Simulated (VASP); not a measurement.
TiO2, 6 atoms in the cell. The structure is tetragonal, space group P4_2/mnm (No. 136). The conventional cell has a = 4.660 Å, b = 4.660 Å, c = 2.998 Å, α = 90.00°, β = 90.00°, γ = 90.00°. Ti (site symmetry mmm) has 6 O at 1.98 to 2.01 Å within 2.6 Å. Within 2.6 Å of O (site symmetry m2m) lie 3 Ti at 1.98 to 2.01 Å and 1 O at 2.58 Å. 

```yaml
Program: VASP 6.6.1
Task: single point
Functional: LDA
Potentials_or_basis: VASP PAW LDA potentials, release 64 (Ti_sv, O)
Cutoff: 520 eV
k_mesh: 6 × 6 × 9
Occupations: fermi-dirac, width 0.05 eV
Spin: no spin polarisation
Dipole_correction: no
Further_INCAR_settings: ALGO = Normal; EDIFF = 1e-06; NBANDS = 33
```

Potentials or basis: VASP PAW LDA potentials, release 64 (Ti_sv, O).

The run is started by

```console
$ cat potpaw_LDA.64/Ti_sv/POTCAR potpaw_LDA.64/O/POTCAR > POTCAR
$ mpirun -np 1 vasp_std > vasp.out
```

Hardware: 1 thread of Intel(R) Xeon(R) 6975P-C (Granite Rapids), on a shared host.

Q: Estimate the wall time of this run.

A: Wall time 40 s on 1 thread of Intel(R) Xeon(R) 6975P-C (Granite Rapids), with other jobs on the host, peak memory 0.2 GiB. Counts: scf iterations 17, k points 50.
